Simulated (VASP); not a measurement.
## LiSm: single point with PBE

The system is LiSm.

```xyz
2
Lattice="3.7733 0.0000 0.0000 0.0000 3.7733 0.0000 0.0000 0.0000 3.7733" Properties=species:S:1:pos:R:3 pbc="T T T"
Li    0.0000    0.0000    0.0000
Sm    1.8867    1.8867    1.8867
```

The cell was built from a structure type or drawn by symmetry, and may not be a known phase.

```
Program                : VASP 6.6.1
Task                   : single point
Functional             : PBE
Potentials or basis    : VASP PAW PBE potentials, release 64 (Li_sv, Sm_3), 4f in core
Cutoff                 : 750 eV
k mesh                 : 14 × 14 × 14
Occupations            : gaussian, width 0.1 eV
Spin                   : no spin polarisation
Dipole correction      : no
Mended                 : yes
Further INCAR settings : ALGO = Normal; EDIFF = 1e-06; NBANDS = 14
```

| Property | Result |
| --- | --- |
| Pressure | 0.2 GPa |
| Band gap on the k mesh | zero (bands 7 and 8 overlap by 1.45 eV) |

Levels at points of the mesh, in eV from the Fermi level:
| k point | band 5 | band 6 | band 7 | band 8 | band 9 | band 10 |
| --- | --- | --- | --- | --- | --- | --- |
| (0.00, 0.00, 0.00) | -20.62 | -3.98 | -0.25 | -0.25 | 4.00 | 4.00 |
| (0.50, 0.00, 0.00) | -20.59 | -2.31 | -0.32 | 0.36 | 1.72 | 1.72 |
| (0.50, 0.50, 0.00) | -20.56 | -1.35 | -0.03 | 1.16 | 1.16 | 2.47 |
| (0.50, 0.50, 0.50) | -20.86 | -1.03 | -1.03 | -1.03 | 5.12 | 5.25 |

It took 41 s on 1 thread of Intel(R) Xeon(R) 6975P-C (Granite Rapids) (shared host), peak memory 0.31 GiB.

Caveat: spin-orbit coupling is left out, which moves the levels of the heavy elements; the 4f electrons are frozen in the core, so they carry no moment and show no levels. Spin polarisation is off, so any magnetic state and its effect on volume and gap are missing.
